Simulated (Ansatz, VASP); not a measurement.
# Rh in VASP and in Ansatz

```xyz
8
Lattice="4.8427 0.0000 0.0000 0.0000 4.8427 0.0000 0.0000 0.0000 4.8427" Properties=species:S:1:pos:R:3 pbc="T T T"
Rh    2.4213    2.4213    2.4213
Rh    0.0000    0.0000    0.0000
Rh    1.2107    0.0000    2.4213
Rh    2.4213    1.2107    0.0000
Rh    2.4213    3.6320    0.0000
Rh    3.6320    0.0000    2.4213
Rh    0.0000    2.4213    3.6320
Rh    0.0000    2.4213    1.2107
```

Alike in both runs: functional r2SCAN; k mesh 4 × 4 × 4; occupations gaussian, width 0.1 eV; no spin polarisation.

Ansatz relaxed the structure, and its values are those at the end. VASP's run is a single point on that final structure, the one shown.

|  | VASP | Ansatz |
| --- | --- | --- |
| version | VASP 6.6.1 | Ansatz 0.2.0 |
| potentials or method | VASP PAW PBE potentials, release 64 (Rh_pv), cutoff 520 eV | scalar-relativistic, plane waves, PAW |
| valence electrons in the cell | 120 | 136 |

|  | VASP | Ansatz | Ansatz less VASP |
| --- | --- | --- | --- |
| gap on the k mesh at the Fermi level (eV) | none | none | - |
| pressure (GPa) | 1.0 | -0.1 | -1.14 |

VASP's potentials were made for PBE, not for r2SCAN. A gap of «none» marks a metal or a gap that the smearing closes. The functional is the same, so the differences come from potentials, cutoffs and numerics. VASP's potentials hold 120 valence electrons a cell and Ansatz's 136, so a difference there can come from the potentials and not from the codes.
